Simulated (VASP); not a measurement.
Write the native input for VASP 6.6.1 that does the following.

```
Task                   : single point
Functional             : PBEsol
Potentials or basis    : VASP PAW PBE potentials, release 64 (As, B)
Cutoff                 : 520 eV
k mesh                 : 10 × 10 × 10
Occupations            : fermi-dirac, width 0.05 eV
Spin                   : no spin polarisation
Dipole correction      : no
Further INCAR settings : ALGO = Normal; EDIFF = 1e-06; NBANDS = 11
```

The structure of BAs lies in POSCAR:

```
BAs
1.0
    0.0000000000      2.2629117614      2.2629117614
    2.2629117614      0.0000000000      2.2629117614
    2.2629117614      2.2629117614      0.0000000000
As B
1 1
Direct
    0.7500000000      0.7500000000      0.7500000000
    0.0000000000      0.0000000000      0.0000000000
```

The input as run:

INCAR

```
SYSTEM = BAs
PREC = Accurate ; ENCUT = 520
EDIFF = 1E-6 ; ISMEAR = -1
SIGMA = 0.05 ; LREAL = .FALSE.
LASPH = .TRUE. ; NELM = 80
ALGO = Normal ; ISIF = 2
LWAVE = .FALSE. ; LCHARG = .FALSE.
GGA = PS ; NBANDS = 11
```

KPOINTS

```
Automatic mesh
0
G
  10 10 10
  0 0 0
```

Potentials or basis: VASP PAW PBE potentials, release 64 (As, B).

The run is started by

```sh
$ cat potpaw_PBE.64/As/POTCAR potpaw_PBE.64/B/POTCAR > POTCAR
$ mpirun -np 1 vasp_std > vasp.out
```

It gave:

- Pressure: 31.8 GPa
- Band gap on the k mesh: 0.90 eV, indirect (least direct gap 3.47 eV)

Caveat: the PAW data sets were made with another functional, which shifts forces and pressure a little.

It took 5.2 s on 1 thread of Intel Xeon 6975P-C (shared host), peak memory 0.14 GiB.
